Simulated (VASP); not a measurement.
# Au (Fm-3m) in VASP: a series of runs

Runs on Au. Level: PBE. Tasks: single point, relaxation of cell and atoms.

Everything below comes from runs of VASP 6.6.1. Logs are shortened: lines on timing, memory, paths and dates and some standing lists are left out, and cuts for length are marked.

### 1 The cell of the first run

Symmetry: Fm-3m, No. 225, cubic system. The conventional cell has a = 4.158 Å, b = 4.158 Å, c = 4.158 Å, α = 90.00°, β = 90.00°, γ = 90.00°. Within 3.9 Å of Au (site symmetry m-3m) lie 12 Au at 2.94 Å.

### 2 Single point, PBE

The input, INCAR:

```
  PREC = Accurate
  ENCUT = 520
  EDIFF = 1E-6
  ISMEAR = 0
  SIGMA = 0.3
  LREAL = F
  LASPH = T
  NELM = 100
  ALGO = Normal
  ISIF = 2
  LWAVE = F
  LCHARG = T
  GGA = PE
  LELF = T
  LVHAR = T
  NBANDS = 12
```

The input, KPOINTS:

```
Automatic mesh
0
Gamma
  24 24 24
```

The input, POSCAR:

```
Au
1.0
    0.0000000000      2.0790000000      2.0790000000
    2.0790000000      0.0000000000      2.0790000000
    2.0790000000      2.0790000000      0.0000000000
Au
1
Direct
    0.0000000000      0.0000000000      0.0000000000
```

Potentials or basis: VASP PAW PBE potentials, release 64 (Au).

The run is started by

```
$ cat potpaw_PBE.64/Au/POTCAR > POTCAR
$ mpirun -np 1 vasp_std > vasp.out
```

OUTCAR:

```text
PREC = Accurate
   ENCUT = 520
   EDIFF = 1E-6
   ISMEAR = 0
   LREAL = F
   LASPH = T
   NELM = 100
   ISIF = 2
   GGA = PE

 ion  position               nearest neighbor table
   1  0.000  0.000  0.000-

  LATTYP: Found a face centered cubic cell.
 ALAT       =     4.1580000000

  Lattice vectors:

 A1 = (   0.0000000000,   2.0790000000,   2.0790000000)
 A2 = (   2.0790000000,   0.0000000000,   2.0790000000)
 A3 = (   2.0790000000,   2.0790000000,   0.0000000000)

Analysis of symmetry for initial positions (statically):
=====================================================================
 Subroutine PRICEL returns:
 Original cell was already a primitive cell.

 Routine SETGRP: Setting up the symmetry group for a
 face centered cubic supercell.

 Subroutine GETGRP returns: Found 48 space group operations
 (whereof 48 operations were pure point group operations)
 out of a pool of 48 trial point group operations.

The static configuration has the point symmetry O_h .

Analysis of symmetry for dynamics (positions and initial velocities):
=====================================================================
 Subroutine PRICEL returns:
 Original cell was already a primitive cell.

 Routine SETGRP: Setting up the symmetry group for a
 face centered cubic supercell.

 Subroutine GETGRP returns: Found 48 space group operations
 (whereof 48 operations were pure point group operations)
 out of a pool of 48 trial point group operations.

The dynamic configuration has the point symmetry O_h .

 Subroutine INISYM returns: Found 48 space group operations
 (whereof 48 operations are pure point group operations),
 and found     1 'primitive' translations

----------------------------------------------------------------------------------------

                                     Primitive cell

  volume of cell :      17.9719

  direct lattice vectors                    reciprocal lattice vectors
     0.000000000  2.079000000  2.079000000    -0.240500241  0.240500241  0.240500241
     2.079000000  0.000000000  2.079000000     0.240500241 -0.240500241  0.240500241
     2.079000000  2.079000000  0.000000000     0.240500241  0.240500241 -0.240500241

  length of vectors
     2.940149996  2.940149996  2.940149996     0.416558636  0.416558636  0.416558636

  position of ions in fractional coordinates (direct lattice)
     0.000000000  0.000000000  0.000000000

  ion indices of the primitive-cell ions
   primitive index   ion index
                 1           1

----------------------------------------------------------------------------------------

 KPOINTS: Automatic mesh

Automatic generation of k-mesh.
 Grid dimensions read from file:
 generate k-points for:   24   24   24

 Generating k-lattice:

  Cartesian coordinates                     Fractional coordinates (reciprocal lattice)
    -0.010020843  0.010020843  0.010020843     0.041666667  0.000000000  0.000000000
     0.010020843 -0.010020843  0.010020843     0.000000000  0.041666667  0.000000000
     0.010020843  0.010020843 -0.010020843     0.000000000  0.000000000  0.041666667

  Length of vectors
     0.017356610  0.017356610  0.017356610

  Shift w.r.t. Gamma in fractional coordinates (k-lattice)
     0.000000000  0.000000000  0.000000000

 Subroutine IBZKPT returns following result:
 ===========================================

 Found    413 irreducible k-points:

 Following reciprocal coordinates:
            Coordinates               Weight
  0.000000  0.000000  0.000000      1.000000
  0.041667  0.000000  0.000000      8.000000
  0.083333  0.000000  0.000000      8.000000
  0.125000  0.000000  0.000000      8.000000
  0.166667  0.000000  0.000000      8.000000
  0.208333  0.000000  0.000000      8.000000
[... 16 lines left out ...]
  0.416667  0.041667  0.000000     24.000000
  0.458333  0.041667  0.000000     24.000000
 [... further k-points ...]
   k-points           NKPTS =    413   k-points in BZ     NKDIM =    413   number of bands    NBANDS=     12
   number of dos      NEDOS =    301   number of ions     NIONS =      1
   total plane-waves  NPLWV =  13824
   dimension x,y,z NGX =    24 NGY =   24 NGZ =   24
   dimension x,y,z NGXF=    48 NGYF=   48 NGZF=   48
   ions per type =               1
   NGX,Y,Z   is equivalent  to a cutoff of  13.57, 13.57, 13.57 a.u.
   NGXF,Y,Z  is equivalent  to a cutoff of  27.14, 27.14, 27.14 a.u.
 SYSTEM =  unknown system
   PREC   = accura    normal or accurate (medium, high low for compatibility)
   ISTART =      0    job   : 0-new  1-cont  2-samecut
   ICHARG =      2    charge: 1-file 2-atom 10-const
   ISPIN  =      1    spin polarized calculation?
   LNONCOLLINEAR =      F non collinear calculations
   LSORBIT =      F    spin-orbit coupling
   LASPH  =      T    aspherical Exc in radial PAW
   ENCUT  =  520.0 eV  38.22 Ry    6.18 a.u.   5.47  5.47  5.47*2*pi/ulx,y,z
   NELM   =    100;   NELMIN=  2; NELMDL= -5     # of ELM steps
   EDIFF  = 0.1E-05   stopping-criterion for ELM
   LREAL  =      F    real-space projection
   EDIFFG = 0.1E-04   stopping-criterion for IOM
   NSW    =      0    number of steps for IOM
   IBRION =     -1    ionic relax: 0-MD 1-quasi-New 2-CG
   NFREE  =      0    steps in history (QN), initial steepest desc. (CG)
   ISIF   =      2    stress and relaxation
   ISYM   =      2    0-nonsym 1-usesym 2-fastsym
   POTIM  = 0.5000    time-step for ionic-motion
   TEBEG  =    0.0;   TEEND  =   0.0 temperature during run
   PSTRESS=    0.0 pullay stress
   NELECT =      11.0000    total number of electrons
   NUPDOWN=      -1.0000    fix difference up-down
   EMIN   =  10.00;   EMAX   =-10.00  energy-range for DOS
   EFERMI =   0.00;   METHOD = LEGACY
   ISMEAR =     0;   SIGMA  =   0.30  broadening in eV -4-tet -1-fermi 0-gaus
   EFERMI_NEDOS =   21; number of points for ismear=-14 and -15
   IALGO  =     38    algorithm
   IMIX   =      4    mixing-type and parameters
     AMIX     =   0.40;   BMIX     =  1.00
     AMIX_MAG =   1.60;   BMIX_MAG =  1.00
  volume/ion in A,a.u.               =      17.97       121.28
  Fermi-wavevector in a.u.,A,eV,Ry     =   1.389978  2.626677 26.286982  1.932039
  Thomas-Fermi vector in A             =   2.513957
   LORBIT       =      0    0 simple, 1 ext, 2 COOP (PROOUT), +10 PAW based schemes
   GGA     = PE    functional components
   LHFCALC =     F    Hartree Fock is set to
   AEXX    =    0.0000 exact exchange contribution
   IVDW    =     0    specifies the selected vdW correction
   LEPSILON=     F    determine dielectric tensor
   LRPA    =     F    only Hartree local field effects (RPA)
 non-spin polarized calculation
 Gauss-broadening in eV      SIGMA  =   0.30
  energy-cutoff  :      520.00
  volume of cell :       17.97
 maximum number of plane-waves:       531
 NGX is ok and might be reduce to    24
   NGX = 11   NGY = 11   NGZ = 11

 number of electron      11.0000001 magnetization

 Free energy of the ion-electron system (eV)
  ---------------------------------------------------
  ext. energy  EPLUGINS =         0.00000000
  ---------------------------------------------------
  free energy    TOTEN  =        -3.22736127 eV

  energy without entropy =       -3.21503564  energy(sigma->0) =       -3.22119845

 E-fermi :   8.6245     XC(G=0): -12.4006

 val. band max:        8.6078431441   @ k =   0.4583   0.3333   0.0000
 cond. band min:       8.6277468548   @ k =  -0.4583   0.0833   0.0417
 fundamental gap:      0.0199037107
 Fermi energy:         8.6245079674

 k-point     1 :       0.0000    0.0000    0.0000
  band No.  band energies     occupation
      1      -0.6935      2.00000
      2       4.1951      2.00000
      3       4.1951      2.00000
      4       4.1951      2.00000
      5       5.5733      2.00000
      6       5.5733      2.00000
      7      23.1945      0.00000
      8      26.8878      0.00000
      9      26.8878      0.00000
     10      26.8878      0.00000
     11      31.6270      0.00000
     12      35.7064      0.00000

 k-point     2 :       0.0417    0.0000    0.0000
  band No.  band energies     occupation
      1      -0.6355      2.00000
      2       4.1770      2.00000
      3       4.2148      2.00000
      4       4.2148      2.00000
      5       5.5645      2.00000
      6       5.5645      2.00000
      7      23.2591      0.00000
      8      26.4607      0.00000
      9      26.9511      0.00000
     10      26.9511      0.00000
     11      31.9905      0.00000
     12      34.8268      0.00000

 k-point     3 :       0.0833    0.0000    0.0000
  band No.  band energies     occupation
      1      -0.4638      2.00000
      2       4.1272      2.00000
      3       4.2696      2.00000
      4       4.2696      2.00000
      5       5.5426      2.00000
      6       5.5426      2.00000
      7      23.4250      0.00000
      8      25.4709      0.00000
      9      27.1336      0.00000
     10      27.1336      0.00000
     11      32.2865      0.00000
     12      34.1776      0.00000
[... 286 lines left out ...]
 k-point    23 :       0.4167    0.0417    0.0000
  band No.  band energies     occupation
      1       1.7975      2.00000
      2       4.1978      2.00000
      3       4.2695      2.00000
      4       5.8336      2.00000
      5       6.5407      2.00000
      6       6.8446      2.00000
      7      13.6348      0.00000
      8      22.9741      0.00000
      9      25.4333      0.00000
     10      25.9700      0.00000
     11      32.3057      0.00000
     12      32.3740      0.00000

 k-point    24 :       0.4583    0.0417    0.0000
  band No.  band energies     occupation
      1       1.8116      2.00000
      2       4.1556      2.00000
      3       4.2231      2.00000
      4       6.2255      2.00000
      5       6.6419      2.00000
      6       7.5440      2.00000
      7      12.3149      0.00000
      8      22.7760      0.00000
      9      25.2220      0.00000
     10      25.4474      0.00000
     11      32.5904      0.00000
     12      32.7392      0.00000

 [... further k-points ...]

------------------------ aborting loop because EDIFF is reached ----------------------------------------

  FORCE on cell =-STRESS in cart. coord.  units (eV):
  Direction    XX          YY          ZZ          XY          YZ          ZX
  --------------------------------------------------------------------------------------
  -------------------------------------------------------------------------------------
  Total       -0.0264665     -0.0264665     -0.0264665      0.0000000      0.0000000     -0.0000000
  in kB       -2.3594663     -2.3594663     -2.3594663      0.0000000      0.0000000     -0.0000000
  external PRESSURE =      -2.3594663 kB  Pullay stress =       0.0000000 kB

 VOLUME and BASIS-vectors are now :
 -----------------------------------------------------------------------------
  energy-cutoff  :      520.00
  volume of cell :       17.97
      direct lattice vectors                 reciprocal lattice vectors
     0.000000000  2.079000000  2.079000000    -0.240500241  0.240500241  0.240500241
     2.079000000  0.000000000  2.079000000     0.240500241 -0.240500241  0.240500241
     2.079000000  2.079000000  0.000000000     0.240500241  0.240500241 -0.240500241

 POSITION                                       TOTAL-FORCE (eV/Angst)
 -----------------------------------------------------------------------------------
      0.00000      0.00000      0.00000         0.000000      0.000000      0.000000
 -----------------------------------------------------------------------------------
    total drift:                               -0.000000      0.000000      0.000000

  FREE ENERGIE OF THE ION-ELECTRON SYSTEM (eV)
  ---------------------------------------------------
  free  energy   TOTEN  =        -3.2273612711 eV

  energy  without entropy=       -3.2150356373  energy(sigma->0) =       -3.22119845
```

Run time: 46 s. Hardware: 1 thread of Intel Xeon Platinum 8259CL at 2.50GHz (Skylake/Cascade Lake), shared host; peak memory 0.21 GiB.

Results:

| Quantity | Value |
| --- | --- |
| Free energy | -3.2274 eV |
| Pressure | -0.2 GPa |

Levels at points of the mesh, in eV from the Fermi level:
```tsv
k point	band 3	band 4	band 5	band 6	band 7	band 8	band 9	band 10
(0.00, 0.00, 0.00)	-4.43	-4.43	-3.05	-3.05	14.57	18.26	18.26	18.26
(0.50, 0.00, 0.00)	-4.46	-1.96	-1.96	-0.72	2.78	14.01	16.72	16.72
(0.50, 0.50, 0.00)	-2.00	-1.67	-1.67	1.16	5.34	9.84	9.84	16.63
```

Caveat: spin-orbit coupling is left out, which moves the levels of the heavy elements.

### 3 Relaxation of cell and atoms, PBE

The input, INCAR:

```
  ALGO = Fast
  EDIFF = 1E-6
  EDIFFG = -0.003
  ENCUT = 600
  GGA = PE
  IBRION = 2
  ISIF = 3
  ISMEAR = 0
  LASPH = T
  LCHARG = F
  LREAL = F
  LWAVE = F
  NELM = 100
  NSW = 80
  PREC = Accurate
  SIGMA = 0.3
```

The input, KPOINTS:

```
k-points
0
Gamma
  24 24 24
```

POSCAR is that of step 2.

Potentials or basis: VASP PAW PBE potentials, release 64 (Au).

The run is started by

```
$ cat potpaw_PBE.64/Au/POTCAR > POTCAR
$ mpirun -np 1 vasp_std > vasp.out
```

OUTCAR:

```text
EDIFF = 1E-6
   EDIFFG = -0.003
   ENCUT = 600
   GGA = PE
   IBRION = 2
   ISIF = 3
   ISMEAR = 0
   LASPH = T
   LREAL = F
   NELM = 100
   NSW = 80
   PREC = Accurate

 ion  position               nearest neighbor table
   1  0.000  0.000  0.000-

  LATTYP: Found a face centered cubic cell.
 ALAT       =     4.1580000000

  Lattice vectors:

 A1 = (   0.0000000000,   2.0790000000,   2.0790000000)
 A2 = (   2.0790000000,   0.0000000000,   2.0790000000)
 A3 = (   2.0790000000,   2.0790000000,   0.0000000000)

Analysis of symmetry for initial positions (statically):
=====================================================================
 Subroutine PRICEL returns:
 Original cell was already a primitive cell.

 Routine SETGRP: Setting up the symmetry group for a
 face centered cubic supercell.

[... 287 lines left out ...]

 k-point     1 :       0.0000    0.0000    0.0000
  band No.  band energies     occupation
      1      -0.6860      2.00000
      2       4.2094      2.00000
      3       4.2094      2.00000
      4       4.2094      2.00000
      5       5.5908      2.00000
      6       5.5908      2.00000
      7      23.2139      0.00000
      8      26.9151      0.00000
      9      26.9151      0.00000
[... 265 lines left out ...]
 k-point    24 :       0.4583    0.0417    0.0000
  band No.  band energies     occupation
      1       1.8210      2.00000
      2       4.1695      2.00000
      3       4.2373      2.00000
      4       6.2432      2.00000
      5       6.6617      2.00000
      6       7.5613      2.00000
      7      12.3419      0.00000
      8      22.7962      0.00000
      9      25.2536      0.00000

 [... further k-points ...]

------------------------ aborting loop because EDIFF is reached ----------------------------------------

  FORCE on cell =-STRESS in cart. coord.  units (eV):
  Direction    XX          YY          ZZ          XY          YZ          ZX
  --------------------------------------------------------------------------------------
  -------------------------------------------------------------------------------------
  Total        0.0025475      0.0025475      0.0025475      0.0000000      0.0000000      0.0000000
  in kB        0.2274065      0.2274065      0.2274065      0.0000000      0.0000000      0.0000000
  external PRESSURE =       0.2274065 kB  Pullay stress =       0.0000000 kB
[... 16 lines left out ...]
  FREE ENERGIE OF THE ION-ELECTRON SYSTEM (eV)
  ---------------------------------------------------
  free  energy   TOTEN  =        -3.2272770547 eV

  energy  without entropy=       -3.2149609223  energy(sigma->0) =       -3.22111899

 reached required accuracy - stopping structural energy minimisation
```

Run time: 2.5 min. Hardware: 1 thread of AMD EPYC 7R43 (Zen 3), shared host; peak memory 0.19 GiB.

Results:

```
Free energy                            : -3.2273 eV
Relaxed volume                         : 17.95 Å³/atom
Relaxed cell                           : a = 2.939 Å, b = 2.939 Å, c = 2.939 Å, α = 60.00°, β = 60.00°, γ = 60.00°
Space group after relaxing (to 0.05 Å) : Fm-3m (No. 225)
Energy gained by relaxing              : 0.0 meV/atom
Ionic steps                            : 4
Pressure after relaxing                : 0.0 GPa
```

Final structure:
```xyz
1
Lattice="0.0000 2.0781 2.0781 2.0781 0.0000 2.0781 2.0781 2.0781 0.0000" Properties=species:S:1:pos:R:3 pbc="T T T"
Au    0.0000    0.0000    0.0000
```

Caveat: spin-orbit coupling is left out, which moves the levels of the heavy elements.
